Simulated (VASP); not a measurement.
# SnO2 (P4_2/mnm) in VASP: notebook

SnO2 is run at these levels: PBEsol+D4; tasks: single point.

Everything below comes from runs of VASP 6.6.1. Logs are shortened: lines on timing, memory, paths and dates and some standing lists are left out, and cuts for length are marked.

### 1 The cell of the first run

It takes space group P4_2/mnm (No. 136, tetragonal). The conventional cell has a = 4.738 Å, b = 4.738 Å, c = 3.187 Å, α = 90.00°, β = 90.00°, γ = 90.00°. Within 2.7 Å of Sn (site symmetry mmm) lie 6 O at 2.05 to 2.06 Å. Within 2.7 Å of O (site symmetry m2m) lie 3 Sn at 2.05 to 2.06 Å and 1 O at 2.59 Å.

### 2 Single point, PBEsol+D4

Contents of INCAR:

```
  PREC = Accurate
  ENCUT = 520
  EDIFF = 1E-7
  ISMEAR = 0
  SIGMA = 0.01
  LREAL = False
  LASPH = True
  NELM = 80
  ALGO = Normal
  ISIF = 2
  LWAVE = False
  LCHARG = False
  GGA = PS
  IVDW = 13
  NBANDS = 35
```

Contents of KPOINTS:

```
regular mesh
0
Gamma
  2 2 2
```

Contents of POSCAR:

```
SnO2
1.0
    4.7380000000      0.0000000000      0.0000000000
    0.0000000000      4.7380000000      0.0000000000
    0.0000000000      0.0000000000      3.1865000000
Sn O
2 4
Direct
    0.0000000000      0.0000000000      0.0000000000
    0.5000000000      0.5000000000      0.5000000000
    0.3071000000      0.3071000000      0.0000000000
    0.1929000000      0.8071000000      0.5000000000
    0.6929000000      0.6929000000      0.0000000000
    0.8071000000      0.1929000000      0.5000000000
```

Potentials or basis: VASP PAW PBE potentials, release 64 (Sn_d, O).

Launch:

```
$ cat potpaw_PBE.64/Sn_d/POTCAR potpaw_PBE.64/O/POTCAR > POTCAR
$ mpirun -np 1 vasp_std > vasp.out
```

OUTCAR:

```text
PREC = Accurate
   ENCUT = 520
   EDIFF = 1E-7
   ISMEAR = 0
   LREAL = False
   LASPH = True
   NELM = 80
   ISIF = 2
   GGA = PS
   IVDW = 13

 ion  position               nearest neighbor table
   1  0.000  0.000  0.000-   4 2.05   6 2.05   4 2.05   6 2.05   5 2.06   3 2.06   2 3.71   2 3.71
                             2 3.71   2 3.71   2 3.71   2 3.71   2 3.71   2 3.71
   2  0.500  0.500  0.500-   3 2.05   5 2.05   3 2.05   5 2.05   4 2.06   6 2.06   1 3.71   1 3.71
                             1 3.71   1 3.71   1 3.71   1 3.71   1 3.71   1 3.71
   3  0.307  0.307  0.000-   2 2.05   2 2.05   1 2.06
   4  0.193  0.807  0.500-   1 2.05   1 2.05   2 2.06
   5  0.693  0.693  0.000-   2 2.05   2 2.05   1 2.06
   6  0.807  0.193  0.500-   1 2.05   1 2.05   2 2.06

  LATTYP: Found a simple tetragonal cell.
 ALAT       =     4.7380000000
 C/A-ratio  =     0.6725411566

  Lattice vectors:

 A1 = (   4.7380000000,   0.0000000000,   0.0000000000)
 A2 = (   0.0000000000,   4.7380000000,   0.0000000000)
 A3 = (   0.0000000000,   0.0000000000,   3.1865000000)

Analysis of symmetry for initial positions (statically):
=====================================================================
 Subroutine PRICEL returns:
 Original cell was already a primitive cell.

 Routine SETGRP: Setting up the symmetry group for a
 simple tetragonal supercell.

 Subroutine GETGRP returns: Found 16 space group operations
 (whereof  8 operations were pure point group operations)
 out of a pool of 16 trial point group operations.

The static configuration has the point symmetry D_2h.
 The point group associated with its full space group is D_4h.

Analysis of symmetry for dynamics (positions and initial velocities):
=====================================================================
 Subroutine PRICEL returns:
 Original cell was already a primitive cell.

 Routine SETGRP: Setting up the symmetry group for a
 simple tetragonal supercell.

 Subroutine GETGRP returns: Found 16 space group operations
 (whereof  8 operations were pure point group operations)
 out of a pool of 16 trial point group operations.

The dynamic configuration has the point symmetry D_2h.
 The point group associated with its full space group is D_4h.

 Subroutine INISYM returns: Found 16 space group operations
 (whereof  8 operations are pure point group operations),
 and found     1 'primitive' translations

----------------------------------------------------------------------------------------

                                     Primitive cell

  volume of cell :      71.5326

  direct lattice vectors                    reciprocal lattice vectors
     4.738000000  0.000000000  0.000000000     0.211059519  0.000000000  0.000000000
     0.000000000  4.738000000  0.000000000     0.000000000  0.211059519  0.000000000
     0.000000000  0.000000000  3.186500000     0.000000000  0.000000000  0.313823945

  length of vectors
     4.738000000  4.738000000  3.186500000     0.211059519  0.211059519  0.313823945

  position of ions in fractional coordinates (direct lattice)
     0.000000000  0.000000000  0.000000000
     0.500000000  0.500000000  0.500000000
     0.307100000  0.307100000  0.000000000
     0.192900000  0.807100000  0.500000000
     0.692900000  0.692900000  0.000000000
     0.807100000  0.192900000  0.500000000

  ion indices of the primitive-cell ions
   primitive index   ion index
                 1           1
                 2           2
                 3           3
                 4           4
                 5           5
                 6           6

----------------------------------------------------------------------------------------

 KPOINTS: regular mesh

Automatic generation of k-mesh.
 Grid dimensions read from file:
 generate k-points for:    2    2    2

 Generating k-lattice:

  Cartesian coordinates                     Fractional coordinates (reciprocal lattice)
     0.105529759  0.000000000  0.000000000     0.500000000  0.000000000  0.000000000
     0.000000000  0.105529759  0.000000000     0.000000000  0.500000000  0.000000000
     0.000000000  0.000000000  0.156911972     0.000000000  0.000000000  0.500000000

  Length of vectors
     0.105529759  0.105529759  0.156911972

  Shift w.r.t. Gamma in fractional coordinates (k-lattice)
     0.000000000  0.000000000  0.000000000

 Subroutine IBZKPT returns following result:
 ===========================================

 Found      6 irreducible k-points:

 Following reciprocal coordinates:
            Coordinates               Weight
  0.000000  0.000000  0.000000      1.000000
  0.500000  0.000000  0.000000      2.000000
  0.500000  0.500000  0.000000      1.000000
  0.000000  0.000000  0.500000      1.000000
  0.500000  0.000000  0.500000      2.000000
  0.500000  0.500000  0.500000      1.000000
   k-points           NKPTS =      6   k-points in BZ     NKDIM =      6   number of bands    NBANDS=     35
   number of dos      NEDOS =    301   number of ions     NIONS =      6
   total plane-waves  NPLWV =  31104
   dimension x,y,z NGX =    36 NGY =   36 NGZ =   24
   dimension x,y,z NGXF=    72 NGYF=   72 NGZF=   48
   ions per type =               2   4
   NGX,Y,Z   is equivalent  to a cutoff of  12.63, 12.63, 12.52 a.u.
   NGXF,Y,Z  is equivalent  to a cutoff of  25.26, 25.26, 25.04 a.u.
 SYSTEM =  unknown system
   PREC   = accura    normal or accurate (medium, high low for compatibility)
   ISTART =      0    job   : 0-new  1-cont  2-samecut
   ICHARG =      2    charge: 1-file 2-atom 10-const
   ISPIN  =      1    spin polarized calculation?
   LNONCOLLINEAR =      F non collinear calculations
   LSORBIT =      F    spin-orbit coupling
   LASPH  =      T    aspherical Exc in radial PAW
   ENCUT  =  520.0 eV  38.22 Ry    6.18 a.u.   8.81  8.81  5.92*2*pi/ulx,y,z
   NELM   =     80;   NELMIN=  2; NELMDL= -5     # of ELM steps
   EDIFF  = 0.1E-06   stopping-criterion for ELM
   LREAL  =      F    real-space projection
   EDIFFG = 0.1E-05   stopping-criterion for IOM
   NSW    =      0    number of steps for IOM
   IBRION =     -1    ionic relax: 0-MD 1-quasi-New 2-CG
   NFREE  =      0    steps in history (QN), initial steepest desc. (CG)
   ISIF   =      2    stress and relaxation
   ISYM   =      2    0-nonsym 1-usesym 2-fastsym
   POTIM  = 0.5000    time-step for ionic-motion
   TEBEG  =    0.0;   TEEND  =   0.0 temperature during run
   PSTRESS=    0.0 pullay stress
   NELECT =      52.0000    total number of electrons
   NUPDOWN=      -1.0000    fix difference up-down
   EMIN   =  10.00;   EMAX   =-10.00  energy-range for DOS
   EFERMI =   0.00;   METHOD = LEGACY
   ISMEAR =     0;   SIGMA  =   0.01  broadening in eV -4-tet -1-fermi 0-gaus
   EFERMI_NEDOS =   21; number of points for ismear=-14 and -15
   IALGO  =     38    algorithm
   IMIX   =      4    mixing-type and parameters
     AMIX     =   0.40;   BMIX     =  1.00
     AMIX_MAG =   1.60;   BMIX_MAG =  1.00
  volume/ion in A,a.u.               =      11.92        80.45
  Fermi-wavevector in a.u.,A,eV,Ry     =   1.472000  2.781677 29.480903  2.166785
  Thomas-Fermi vector in A             =   2.587068
   LORBIT       =      0    0 simple, 1 ext, 2 COOP (PROOUT), +10 PAW based schemes
   GGA     = PS    functional components
   LHFCALC =     F    Hartree Fock is set to
   AEXX    =    0.0000 exact exchange contribution
   IVDW    =    13    specifies the selected vdW correction
   LEPSILON=     F    determine dielectric tensor
   LRPA    =     F    only Hartree local field effects (RPA)
 non-spin polarized calculation
 Gauss-broadening in eV      SIGMA  =   0.01
  energy-cutoff  :      520.00
  volume of cell :       71.53
 maximum number of plane-waves:      1992
 NGX is ok and might be reduce to    36
   NGX = 17   NGY = 17   NGZ = 11

 number of electron      51.9999993 magnetization

 Free energy of the ion-electron system (eV)
  ---------------------------------------------------
  ext. energy  EPLUGINS =         0.00000000
  ---------------------------------------------------
  free energy    TOTEN  =       -39.07049893 eV

  energy without entropy =      -39.07049893  energy(sigma->0) =      -39.07049893

 E-fermi :   6.1474     XC(G=0): -11.5214

 val. band max:        6.0870810399   @ k =   0.0000   0.0000   0.0000
 cond. band min:       7.2180678704   @ k =   0.0000   0.0000   0.0000
 fundamental gap:      1.1309868305
 Fermi energy:         6.1474049755

 k-point     1 :       0.0000    0.0000    0.0000
  band No.  band energies     occupation
      1     -15.0223      2.00000
      2     -14.2578      2.00000
      3     -13.9851      2.00000
      4     -13.9514      2.00000
      5     -13.9514      2.00000
      6     -13.8769      2.00000
[... 27 lines left out ...]
     34      18.0126      0.00000
     35      18.4883      0.00000

 k-point     2 :       0.5000    0.0000    0.0000
  band No.  band energies     occupation
      1     -14.6675      2.00000
      2     -14.6675      2.00000
      3     -13.9815      2.00000
      4     -13.9815      2.00000
      5     -13.9439      2.00000
      6     -13.9439      2.00000
[... 27 lines left out ...]
     34      18.3140      0.00000
     35      18.5490      0.00000

 k-point     3 :       0.5000    0.5000    0.0000
  band No.  band energies     occupation
      1     -14.7647      2.00000
      2     -14.7647      2.00000
      3     -13.9572      2.00000
      4     -13.9572      2.00000
      5     -13.9540      2.00000
      6     -13.9540      2.00000
[... 27 lines left out ...]
     34      18.2164      0.00000
     35      18.6548      0.00000

 k-point     4 :       0.0000    0.0000    0.5000
  band No.  band energies     occupation
      1     -14.7691      2.00000
      2     -14.7691      2.00000
      3     -14.2601      2.00000
      4     -14.2601      2.00000
      5     -13.7971      2.00000
      6     -13.7971      2.00000
[... 27 lines left out ...]
     34      16.8416      0.00000
     35      18.6231      0.00000

 k-point     5 :       0.5000    0.0000    0.5000
  band No.  band energies     occupation
      1     -14.9523      2.00000
      2     -14.9523      2.00000
      3     -13.9716      2.00000
      4     -13.9716      2.00000
      5     -13.8026      2.00000
      6     -13.8026      2.00000
[... 27 lines left out ...]
     34      18.0444      0.00000
     35      18.1082      0.00000

 k-point     6 :       0.5000    0.5000    0.5000
  band No.  band energies     occupation
      1     -14.7837      2.00000
      2     -14.7837      2.00000
      3     -14.2793      2.00000
      4     -14.2793      2.00000
      5     -13.8000      2.00000
      6     -13.8000      2.00000
[... 27 lines left out ...]
     34      17.1380      0.00000
     35      19.0171      0.00000

------------------------ aborting loop because EDIFF is reached ----------------------------------------

  DFT-D4 for vdW energy calculation

  Edisp (eV):   -0.92318

  FORCE on cell =-STRESS in cart. coord.  units (eV):
  Direction    XX          YY          ZZ          XY          YZ          ZX
  --------------------------------------------------------------------------------------
  -------------------------------------------------------------------------------------
  Total       0.31052     0.31052     3.97819    -0.00000     0.00000     0.00000
  in kB       6.95507     6.95507    89.10303    -0.00000     0.00000     0.00000
  external pressure =       34.34 kB  Pullay stress =        0.00 kB

 VOLUME and BASIS-vectors are now :
 -----------------------------------------------------------------------------
  energy-cutoff  :      520.00
  volume of cell :       71.53
      direct lattice vectors                 reciprocal lattice vectors
     4.738000000  0.000000000  0.000000000     0.211059519  0.000000000  0.000000000
     0.000000000  4.738000000  0.000000000     0.000000000  0.211059519  0.000000000
     0.000000000  0.000000000  3.186500000     0.000000000  0.000000000  0.313823945

 POSITION                                       TOTAL-FORCE (eV/Angst)
 -----------------------------------------------------------------------------------
      0.00000      0.00000      0.00000        -0.000000      0.000000      0.000000
      2.36900      2.36900      1.59325        -0.000000      0.000000      0.000000
      1.45504      1.45504      0.00000        -0.236027     -0.236027      0.000000
      0.91396      3.82404      1.59325         0.236027     -0.236027      0.000000
      3.28296      3.28296      0.00000         0.236027      0.236027      0.000000
      3.82404      0.91396      1.59325        -0.236027      0.236027      0.000000
 -----------------------------------------------------------------------------------
    total drift:                               -0.000000      0.000000      0.000000

  FREE ENERGIE OF THE ION-ELECTRON SYSTEM (eV)
  ---------------------------------------------------
  free  energy   TOTEN  =       -39.9936754352 eV

  energy  without entropy=      -39.9936754352  energy(sigma->0) =      -39.99367544
```

Run time: 16 s. Hardware: 1 thread of Intel Xeon Platinum 8488C (Sapphire Rapids), shared host; peak memory 0.17 GiB.

Results:

| Property | Result |
| --- | --- |
| Free energy | -39.9937 eV |
| Pressure | 3.4 GPa |
| Largest force | 0.334 eV/Å |
| Band gap on the k mesh | 1.13 eV |
| Dispersion energy per atom | -0.154 eV |

Forces in eV/Å, atoms in the order of the input:
```
Sn   0.000  0.000  0.000
Sn   0.000  0.000  0.000
O   -0.236 -0.236  0.000
O    0.236 -0.236  0.000
O    0.236  0.236  0.000
O   -0.236  0.236  0.000
```

Stress tensor (GPa, compression positive):
```
0.70 0.00 0.00
0.00 0.70 0.00
0.00 0.00 8.91
```

Caveat: the k points lie up to 0.99 Å⁻¹ apart; the PAW data sets were made with another functional, which shifts forces and pressure a little; spin-orbit coupling is left out, which moves the levels of the heavy elements. PBEsol gaps usually lie below the measured ones, often by a third to a half.

### 3 Single point, PBEsol+D4

Contents of INCAR:

```
  ALGO = Normal
  EDIFF = 1E-6
  ENCUT = 520
  GGA = PS
  ISIF = 2
  ISMEAR = 0
  IVDW = 13
  LASPH = T
  LCHARG = F
  LREAL = F
  LWAVE = F
  NBANDS = 35
  NELM = 60
  PREC = Accurate
  SIGMA = 0.01
```

Contents of KPOINTS:

```
k-points
0
Gamma
  2 2 4
```

POSCAR is that of step 2.

Potentials or basis: VASP PAW PBE potentials, release 64 (Sn_d, O).

Launch:

```
$ cat potpaw_PBE.64/Sn_d/POTCAR potpaw_PBE.64/O/POTCAR > POTCAR
$ mpirun -np 1 vasp_std > vasp.out
```

OUTCAR:

```text
EDIFF = 1E-6
   ENCUT = 520
   GGA = PS
   ISIF = 2
   ISMEAR = 0
   IVDW = 13
   LASPH = T
   LREAL = F
   NELM = 60
   PREC = Accurate

 ion  position               nearest neighbor table
   1  0.000  0.000  0.000-   4 2.05   6 2.05   4 2.05   6 2.05   5 2.06   3 2.06   2 3.71   2 3.71
                             2 3.71   2 3.71   2 3.71   2 3.71   2 3.71   2 3.71
   2  0.500  0.500  0.500-   3 2.05   5 2.05   3 2.05   5 2.05   4 2.06   6 2.06   1 3.71   1 3.71
                             1 3.71   1 3.71   1 3.71   1 3.71   1 3.71   1 3.71
[... 542 lines left out ...]
  -------------------------------------------------------------------------------------
  Total       1.08833     1.08833     1.96536    -0.00000     0.00000     0.00000
  in kB      24.37615    24.37615    44.01977    -0.00000     0.00000     0.00000
  external pressure =       30.92 kB  Pullay stress =        0.00 kB

 VOLUME and BASIS-vectors are now :
 -----------------------------------------------------------------------------
  energy-cutoff  :      520.00
  volume of cell :       71.53
      direct lattice vectors                 reciprocal lattice vectors
     4.738000000  0.000000000  0.000000000     0.211059519  0.000000000  0.000000000
     0.000000000  4.738000000  0.000000000     0.000000000  0.211059519  0.000000000
     0.000000000  0.000000000  3.186500000     0.000000000  0.000000000  0.313823945

 POSITION                                       TOTAL-FORCE (eV/Angst)
 -----------------------------------------------------------------------------------
      0.00000      0.00000      0.00000         0.000000      0.000000      0.000000
      2.36900      2.36900      1.59325         0.000000      0.000000      0.000000
      1.45504      1.45504      0.00000        -0.143939     -0.143939      0.000000
      0.91396      3.82404      1.59325         0.143939     -0.143939      0.000000
      3.28296      3.28296      0.00000         0.143939      0.143939     -0.000000
      3.82404      0.91396      1.59325        -0.143939      0.143939     -0.000000
 -----------------------------------------------------------------------------------
    total drift:                               -0.000000      0.000000      0.000000

  FREE ENERGIE OF THE ION-ELECTRON SYSTEM (eV)
  ---------------------------------------------------
  free  energy   TOTEN  =       -40.5192440734 eV

  energy  without entropy=      -40.5192440734  energy(sigma->0) =      -40.51924407
```

OSZICAR:

```text
N       E                     dE             d eps       ncg     rms          rms(c)
DAV:   1     0.651308732217E+03    0.65131E+03   -0.25247E+04   671   0.231E+03
DAV:   2     0.639688511871E+02   -0.58734E+03   -0.55460E+03   662   0.604E+02
DAV:   3    -0.395777477680E+02   -0.10355E+03   -0.10138E+03   700   0.211E+02
DAV:   4    -0.450065885403E+02   -0.54288E+01   -0.53875E+01   787   0.524E+01
DAV:   5    -0.451404632759E+02   -0.13387E+00   -0.13366E+00   801   0.867E+00    0.151E+01
DAV:   6    -0.395938364916E+02    0.55466E+01   -0.15255E+01   948   0.587E+01    0.618E+00
DAV:   7    -0.396509118173E+02   -0.57075E-01   -0.17356E+00   706   0.714E+00    0.318E+00
DAV:   8    -0.396050769075E+02    0.45835E-01   -0.16371E-01   860   0.377E+00    0.691E-01
DAV:   9    -0.395955533130E+02    0.95236E-02   -0.29410E-02  1012   0.283E+00    0.121E-01
DAV:  10    -0.395960190551E+02   -0.46574E-03   -0.34697E-03   786   0.434E-01    0.498E-02
DAV:  11    -0.395960672294E+02   -0.48174E-04   -0.13061E-04   908   0.779E-02    0.164E-02
DAV:  12    -0.395960675649E+02   -0.33556E-06   -0.53573E-06   733   0.173E-02
   1 F= -.40519244E+02 E0= -.40519244E+02  d E =-.163648E-54
```

Wall time 14 s (1 thread of Intel Xeon Platinum 8488C (Sapphire Rapids), shared host); peak memory 0.17 GiB.

Results:

| Item | Value |
| --- | --- |
| Free energy | -40.5192 eV |
| Pressure | 3.1 GPa |
| Largest force | 0.204 eV/Å |
| Band gap on the k mesh | 1.17 eV |
| Dispersion energy per atom | -0.154 eV |

Forces in eV/Å, atoms in the order of the input:
```
Sn   0.000  0.000  0.000
Sn   0.000  0.000  0.000
O   -0.144 -0.144  0.000
O    0.144 -0.144  0.000
O    0.144  0.144  0.000
O   -0.144  0.144  0.000
```

Caveat: the k points lie up to 0.66 Å⁻¹ apart; the PAW data sets were made with another functional, which shifts forces and pressure a little; spin-orbit coupling is left out, which moves the levels of the heavy elements.
